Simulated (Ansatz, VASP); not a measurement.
# One calculation of LiH, two programs

```
Li H
1.0
     0.00000    2.01000    2.01000
     2.01000    0.00000    2.01000
     2.01000    2.01000    0.00000
Li H
1 1
Direct
  0.00000 0.00000 0.00000
  0.50000 0.50000 0.50000
```

Alike in both runs: task single point; functional HSE06; k mesh 6 × 6 × 6; occupations fermi-dirac, width 0.02 eV; no spin polarisation.

|  | VASP | Ansatz |
| --- | --- | --- |
| version | VASP 6.6.1 | Ansatz 0.2.0 development build |
| potentials or method | VASP PAW PBE potentials, release 64 (Li_sv, H), cutoff 520 eV | plane waves, all-electron PAW datasets generated for the crystal |

|  | VASP | Ansatz | Ansatz less VASP |
| --- | --- | --- | --- |
| gap on the k mesh at the Fermi level (eV) | 3.98 | 3.98 | +0.003 |

Ansatz ran all-electron here, and VASP with PAW potentials. Ansatz's warnings: printed levels off.

The k mesh is coarse, so the values compare programs but aren't converged. Noted on VASP's run: the cutoff is short for stress, so the pressure is rough.
